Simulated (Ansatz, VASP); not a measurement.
WSe2: VASP beside Ansatz

```
CELL_PARAMETERS angstrom
3.28549 0.00000 0.00000
-1.64275 2.84532 0.00000
0.00000 0.00000 24.23865
ATOMIC_POSITIONS crystal
Se 0.33333 0.66667 0.18565
Se 0.33333 0.66667 0.32466
Se 0.50000 0.00000 0.46947
Se 0.50000 0.00000 0.60848
W 0.66667 0.33333 0.25516
W 0.16667 0.33333 0.53897
```

Alike in both runs: task single point; functional PBE; dispersion D3(BJ); k mesh 9 × 9 × 1; occupations gaussian, width 0.05 eV; no spin polarisation.

```csv
,VASP,Ansatz
version,VASP 6.6.1,Ansatz 0.2.0
potentials or method,"VASP PAW PBE potentials, release 64 (Se, W_sv), cutoff 520 eV","scalar-relativistic, plane waves, PAW"
valence electrons in the cell,52,92
```

VASP gave:

* gap on the k mesh at the Fermi level (eV): 1.53
* least direct gap on the mesh (eV): 1.65
* rms of the force components (eV/Å): 0.030

Q: What did Ansatz give for the same quantities?

A: gap on the k mesh at the Fermi level (eV): 1.53; least direct gap on the mesh (eV): 1.65; rms of the force components (eV/Å): 0.017.

VASP's potentials hold 52 valence electrons a cell and Ansatz's 92, so a difference there can come from the potentials and not from the codes.

Spin-orbit coupling is off throughout.
